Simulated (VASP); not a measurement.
# CaBe2O3 (Cmmm) in VASP: single point with PBE

Aim: the single point of CaBe2O3 with PBE.

Everything below comes from runs of VASP 6.6.1. Logs are shortened: lines on timing, memory, paths and dates and some standing lists are left out, and cuts for length are marked.

**1. The cell of the first run**

Symmetry: Cmmm, No. 65, orthorhombic system. Conventional cell: a = 4.194 Å, b = 8.874 Å, c = 3.303 Å, α = 90.00°, β = 90.00°, γ = 90.00°. Ca (site symmetry mmm) has 6 O at 2.10 Å within 2.8 Å. Within 2.4 Å of Be (site symmetry m2m) lie 5 O at 1.77 to 2.15 Å. Within 2.4 Å of O (site symmetry m2m) lie 3 Be at 1.77 to 2.10 Å and 2 Ca at 2.10 Å. Within 2.8 Å of O (site symmetry mmm) lie 2 Ca at 2.10 Å and 4 Be at 2.15 Å.

The cell was generated, and may not be a known phase.

**2. Single point, PBE**

INCAR reads:

```
SYSTEM = CaBe2O3
PREC     = Accurate       ! precision mode
ENCUT    = 1340           ! plane-wave cutoff, eV
EDIFF    = 1E-6           ! SCF threshold, eV
ISMEAR   = 0              ! smearing method
SIGMA    = 0.1            ! smearing width, eV
LREAL    = .False.        ! projectors in reciprocal space
LASPH    = .True.         ! aspherical terms in the spheres
NELM     = 120            ! most SCF steps
ALGO     = Normal         ! electronic algorithm
ISIF     = 2              ! what is computed and relaxed
LWAVE    = .False.        ! write WAVECAR
LCHARG   = .True.         ! write CHGCAR
GGA      = PE             ! functional
LELF     = .True.         ! ELF
LVHAR    = .True.       
NBANDS   = 25             ! bands
GGA_COMPAT= .False.
```

KPOINTS reads:

```
regular mesh
0
Gamma
  4 4 6
  0 0 0
```

POSCAR reads:

```
CaBe2O3
1.0
    2.0971773400     -4.4369556700      0.0000000000
    2.0971773400      4.4369556700      0.0000000000
    0.0000000000      0.0000000000      3.3026826900
Ca Be O
1 2 3
Direct
    0.0000000000      0.0000000000      0.0000000000
    0.6549724500      0.3450275500      0.5000000000
    0.3450275500      0.6549724500      0.5000000000
    0.1453886600      0.8546113400      0.5000000000
    0.8546113400      0.1453886600      0.5000000000
    0.5000000000      0.5000000000      0.0000000000
```

Potentials or basis: VASP PAW PBE potentials, release 64 (Ca_sv, Be, O_h).

Launch:

```bash
cat potpaw_PBE.64/Ca_sv/POTCAR potpaw_PBE.64/Be/POTCAR potpaw_PBE.64/O_h/POTCAR > POTCAR
mpirun -np 1 vasp_std > vasp.out
```

OUTCAR:

```text
SYSTEM = CaBe2O3
   PREC = Accurate
   ENCUT = 1340
   EDIFF = 1E-6
   ISMEAR = 0
   LREAL = .False.
   LASPH = .True.
   NELM = 120
   ISIF = 2
   GGA = PE

 ion  position               nearest neighbor table
   1  0.000  0.000  0.000-   4 2.10   5 2.10   4 2.10   5 2.10   6 2.10   6 2.10
   2  0.655  0.345  0.500-   5 1.77
   3  0.345  0.655  0.500-   4 1.77
   4  0.145  0.855  0.500-   3 1.77   1 2.10   1 2.10
   5  0.855  0.145  0.500-   2 1.77   1 2.10   1 2.10
   6  0.500  0.500  0.000-   1 2.10   1 2.10

  LATTYP: Found a base centered orthorhombic cell.
 ALAT       =     4.1943546800
 B/A-ratio  =     2.1156797689
 C/A-ratio  =     0.7874113998

  Lattice vectors:

 A1 = (   2.0971773400,  -4.4369556700,   0.0000000000)
 A2 = (   2.0971773400,   4.4369556700,   0.0000000000)
 A3 = (   0.0000000000,   0.0000000000,   3.3026826900)

Analysis of symmetry for initial positions (statically):
=====================================================================
 Subroutine PRICEL returns:
 Original cell was already a primitive cell.

 Routine SETGRP: Setting up the symmetry group for a
 base centered orthorhombic supercell.

 Subroutine GETGRP returns: Found  8 space group operations
 (whereof  8 operations were pure point group operations)
 out of a pool of  8 trial point group operations.

The static configuration has the point symmetry D_2h.

Analysis of symmetry for dynamics (positions and initial velocities):
=====================================================================
 Subroutine PRICEL returns:
 Original cell was already a primitive cell.

 Routine SETGRP: Setting up the symmetry group for a
 base centered orthorhombic supercell.

 Subroutine GETGRP returns: Found  8 space group operations
 (whereof  8 operations were pure point group operations)
 out of a pool of  8 trial point group operations.

The dynamic configuration has the point symmetry D_2h.

 Subroutine INISYM returns: Found  8 space group operations
 (whereof  8 operations are pure point group operations),
 and found     1 'primitive' translations

----------------------------------------------------------------------------------------

                                     Primitive cell

  volume of cell :      61.4635

  direct lattice vectors                    reciprocal lattice vectors
     2.097177340 -4.436955670  0.000000000     0.238415698 -0.112689880  0.000000000
     2.097177340  4.436955670  0.000000000     0.238415698  0.112689880  0.000000000
     0.000000000  0.000000000  3.302682690     0.000000000  0.000000000  0.302784159

  length of vectors
     4.907619424  4.907619424  3.302682690     0.263706379  0.263706379  0.302784159

  position of ions in fractional coordinates (direct lattice)
     0.000000000  0.000000000  0.000000000
     0.654972450  0.345027550  0.500000000
     0.345027550  0.654972450  0.500000000
     0.145388660  0.854611340  0.500000000
     0.854611340  0.145388660  0.500000000
     0.500000000  0.500000000  0.000000000

  ion indices of the primitive-cell ions
   primitive index   ion index
                 1           1
                 2           2
                 3           3
                 4           4
                 5           5
                 6           6

----------------------------------------------------------------------------------------

 KPOINTS: regular mesh

Automatic generation of k-mesh.
 Grid dimensions read from file:
 generate k-points for:    4    4    6

 Generating k-lattice:

  Cartesian coordinates                     Fractional coordinates (reciprocal lattice)
     0.059603925 -0.028172470  0.000000000     0.250000000  0.000000000  0.000000000
     0.059603925  0.028172470  0.000000000     0.000000000  0.250000000  0.000000000
     0.000000000  0.000000000  0.050464026     0.000000000  0.000000000  0.166666667

  Length of vectors
     0.065926595  0.065926595  0.050464026

  Shift w.r.t. Gamma in fractional coordinates (k-lattice)
     0.000000000  0.000000000  0.000000000

 Subroutine IBZKPT returns following result:
 ===========================================

 Found     28 irreducible k-points:

 Following reciprocal coordinates:
            Coordinates               Weight
  0.000000  0.000000  0.000000      1.000000
  0.250000 -0.000000  0.000000      4.000000
  0.500000 -0.000000  0.000000      2.000000
  0.250000  0.250000  0.000000      2.000000
  0.500000  0.250000  0.000000      4.000000
 -0.250000  0.250000  0.000000      2.000000
[... 16 lines left out ...]
  0.250000 -0.000000  0.500000      4.000000
  0.500000 -0.000000  0.500000      2.000000
 [... further k-points ...]
   k-points           NKPTS =     28   k-points in BZ     NKDIM =     28   number of bands    NBANDS=     25
   number of dos      NEDOS =    301   number of ions     NIONS =      6
   total plane-waves  NPLWV = 144000
   dimension x,y,z NGX =    60 NGY =   60 NGZ =   40
   dimension x,y,z NGXF=   120 NGYF=  120 NGZF=   80
   ions per type =               1   2   3
   NGX,Y,Z   is equivalent  to a cutoff of  20.33, 20.33, 20.13 a.u.
   NGXF,Y,Z  is equivalent  to a cutoff of  40.65, 40.65, 40.27 a.u.
 SYSTEM =  CaBe2O3
   PREC   = accura    normal or accurate (medium, high low for compatibility)
   ISTART =      0    job   : 0-new  1-cont  2-samecut
   ICHARG =      2    charge: 1-file 2-atom 10-const
   ISPIN  =      1    spin polarized calculation?
   LNONCOLLINEAR =      F non collinear calculations
   LSORBIT =      F    spin-orbit coupling
   LASPH  =      T    aspherical Exc in radial PAW
   ENCUT  = 1340.0 eV  98.49 Ry    9.92 a.u.  14.65 14.65  9.86*2*pi/ulx,y,z
   NELM   =    120;   NELMIN=  2; NELMDL= -5     # of ELM steps
   EDIFF  = 0.1E-05   stopping-criterion for ELM
   LREAL  =      F    real-space projection
[... 7 lines left out ...]
   TEBEG  =    0.0;   TEEND  =   0.0 temperature during run
   PSTRESS=    0.0 pullay stress
   NELECT =      32.0000    total number of electrons
   NUPDOWN=      -1.0000    fix difference up-down
   EMIN   =  10.00;   EMAX   =-10.00  energy-range for DOS
   EFERMI =   0.00;   METHOD = LEGACY
   ISMEAR =     0;   SIGMA  =   0.10  broadening in eV -4-tet -1-fermi 0-gaus
   EFERMI_NEDOS =   21; number of points for ismear=-14 and -15
   IALGO  =     38    algorithm
   IMIX   =      4    mixing-type and parameters
     AMIX     =   0.40;   BMIX     =  1.00
     AMIX_MAG =   1.60;   BMIX_MAG =  1.00
  volume/ion in A,a.u.               =      10.24        69.13
  Fermi-wavevector in a.u.,A,eV,Ry     =   1.317000  2.488769 23.599157  1.734489
  Thomas-Fermi vector in A             =   2.447072
   LORBIT       =      0    0 simple, 1 ext, 2 COOP (PROOUT), +10 PAW based schemes
   GGA     = PE    functional components
   LHFCALC =     F    Hartree Fock is set to
   AEXX    =    0.0000 exact exchange contribution
   IVDW    =     0    specifies the selected vdW correction
   LEPSILON=     F    determine dielectric tensor
   LRPA    =     F    only Hartree local field effects (RPA)
 non-spin polarized calculation
 Gauss-broadening in eV      SIGMA  =   0.10
  energy-cutoff  :     1340.00
  volume of cell :       61.46
 maximum number of plane-waves:      6880
 NGX is ok and might be reduce to    60
   NGX = 29   NGY = 29   NGZ = 19

 number of electron      32.0000001 magnetization

 Free energy of the ion-electron system (eV)
  ---------------------------------------------------
  ext. energy  EPLUGINS =         0.00000000
  ---------------------------------------------------
  free energy    TOTEN  =       -35.42304067 eV

  energy without entropy =      -35.42304067  energy(sigma->0) =      -35.42304067

 E-fermi :   3.5018     XC(G=0): -10.4325

 val. band max:        3.0594879579   @ k =   0.0000   0.0000   0.0000
 cond. band min:       5.4167030469   @ k =   0.0000   0.0000   0.0000
 fundamental gap:      2.3572150890
 Fermi energy:         3.5017911679

 k-point     1 :       0.0000    0.0000    0.0000
  band No.  band energies     occupation
      1     -32.5467      2.00000
      2     -15.1488      2.00000
      3     -14.0839      2.00000
      4     -14.0770      2.00000
      5     -13.6989      2.00000
      6     -13.4133      2.00000
[... 17 lines left out ...]
     24      13.1710      0.00000
     25      14.1074      0.00000

 k-point     2 :       0.2500   -0.0000    0.0000
  band No.  band energies     occupation
      1     -32.5402      2.00000
      2     -15.3310      2.00000
      3     -15.2100      2.00000
      4     -13.6900      2.00000
      5     -13.6627      2.00000
      6     -12.0652      2.00000
[... 17 lines left out ...]
     24      12.9490      0.00000
     25      13.5005      0.00000

 k-point     3 :       0.5000   -0.0000    0.0000
  band No.  band energies     occupation
      1     -32.5336      2.00000
      2     -15.8288      2.00000
      3     -15.2765      2.00000
      4     -13.6809      2.00000
      5     -13.4919      2.00000
      6     -11.3971      2.00000
[... 17 lines left out ...]
     24      12.2197      0.00000
     25      13.7914      0.00000

 k-point     4 :       0.2500    0.2500    0.0000
  band No.  band energies     occupation
      1     -32.5336      2.00000
      2     -15.8271      2.00000
      3     -15.2795      2.00000
      4     -13.6809      2.00000
      5     -13.4893      2.00000
      6     -11.3975      2.00000
[... 17 lines left out ...]
     24      12.3463      0.00000
     25      13.8932      0.00000
[... 477 lines left out ...]
 k-point    22 :       0.0000    0.0000    0.5000
  band No.  band energies     occupation
      1     -32.4615      2.00000
      2     -16.1057      2.00000
      3     -13.9835      2.00000
      4     -13.8662      2.00000
      5     -13.4682      2.00000
      6     -12.9220      2.00000
[... 17 lines left out ...]
     24      14.2036      0.00000
     25      15.0801      0.00000

 k-point    23 :       0.2500   -0.0000    0.5000
  band No.  band energies     occupation
      1     -32.4554      2.00000
      2     -16.0486      2.00000
      3     -15.1320      2.00000
      4     -13.8633      2.00000
      5     -13.1151      2.00000
      6     -11.9632      2.00000
[... 17 lines left out ...]
     24      13.5543      0.00000
     25      14.3945      0.00000

 k-point    24 :       0.5000   -0.0000    0.5000
  band No.  band energies     occupation
      1     -32.4492      2.00000
      2     -15.9878      2.00000
      3     -15.6350      2.00000
      4     -13.8604      2.00000
      5     -13.2875      2.00000
      6     -11.1218      2.00000
[... 17 lines left out ...]
     24      13.6969      0.00000
     25      13.9738      0.00000

 [... further k-points ...]
[... 5 lines left out ...]
  --------------------------------------------------------------------------------------
  -------------------------------------------------------------------------------------
  Total        2.2252809     -3.4320713      6.2126062      0.0000000      0.0000000      0.0000000
  in kB       58.0067219    -89.4643057    161.9449163      0.0000000      0.0000000      0.0000000
  external PRESSURE =      43.4957775 kB  Pullay stress =       0.0000000 kB

 VOLUME and BASIS-vectors are now :
 -----------------------------------------------------------------------------
  energy-cutoff  :     1340.00
  volume of cell :       61.46
      direct lattice vectors                 reciprocal lattice vectors
     2.097177340 -4.436955670  0.000000000     0.238415698 -0.112689880  0.000000000
     2.097177340  4.436955670  0.000000000     0.238415698  0.112689880  0.000000000
     0.000000000  0.000000000  3.302682690     0.000000000  0.000000000  0.302784159

 POSITION                                       TOTAL-FORCE (eV/Angst)
 -----------------------------------------------------------------------------------
      0.00000      0.00000      0.00000         0.000000      0.000000     -0.000000
      2.09718     -1.37521      1.65134        -0.000000     -1.223538     -0.000000
      2.09718      1.37521      1.65134        -0.000000      1.223538     -0.000000
      2.09718      3.14679      1.65134        -0.000000     -5.802729     -0.000000
      2.09718     -3.14679      1.65134        -0.000000      5.802729      0.000000
      2.09718      0.00000      0.00000        -0.000000      0.000000     -0.000000
 -----------------------------------------------------------------------------------
    total drift:                               -0.000000     -0.000000     -0.000000

  FREE ENERGIE OF THE ION-ELECTRON SYSTEM (eV)
  ---------------------------------------------------
  free  energy   TOTEN  =       -35.4230406663 eV

  energy  without entropy=      -35.4230406663  energy(sigma->0) =      -35.42304067
```

Wall time 3.2 min (1 thread of AMD EPYC 7R13 (Zen 3), shared host); peak memory 0.41 GiB.

What came out:

```yaml
Free_energy: -35.4230 eV
Pressure: 4.3 GPa
Largest_force: 5.803 eV/Å
Band_gap_on_the_k_mesh: 2.36 eV
```

Forces in eV/Å, atoms in the order of the input:
```
Ca   0.000  0.000  0.000
Be   0.000 -1.224  0.000
Be   0.000  1.224  0.000
O    0.000 -5.803  0.000
O    0.000  5.803  0.000
O    0.000  0.000  0.000
```

Stress tensor (GPa, compression positive):
```
 5.80  0.00  0.00
 0.00 -8.95  0.00
 0.00  0.00 16.19
```

Levels at points of the mesh, in eV from the valence-band top:
| k point | band 13 | band 14 | band 15 | band 16 | band 17 | band 18 | band 19 | band 20 |
| --- | --- | --- | --- | --- | --- | --- | --- | --- |
| (0.00, 0.00, 0.00) | -1.58 | -0.80 | -0.50 | 0.00 | 2.36 | 6.31 | 8.16 | 8.50 |
| (0.50, 0.00, 0.00) | -1.77 | -1.12 | -0.86 | -0.39 | 4.79 | 6.52 | 6.62 | 8.26 |
| (0.50, 0.50, 0.00) | -2.08 | -1.80 | -0.18 | -0.01 | 3.56 | 6.04 | 7.26 | 8.57 |
| (0.00, 0.00, 0.50) | -2.42 | -1.55 | -0.38 | -0.27 | 5.15 | 6.70 | 6.79 | 6.88 |
| (0.50, 0.00, 0.50) | -1.79 | -1.33 | -1.14 | -0.74 | 5.12 | 6.66 | 7.22 | 7.91 |
| (0.50, 0.50, 0.50) | -1.46 | -1.44 | -0.72 | -0.30 | 5.79 | 6.50 | 6.89 | 7.64 |

Caveat: the stress differs along the axes, from -9 to 16 GPa; forces of over 1 eV/Å act on the atoms, so gaps and moduli don't describe the material at rest.
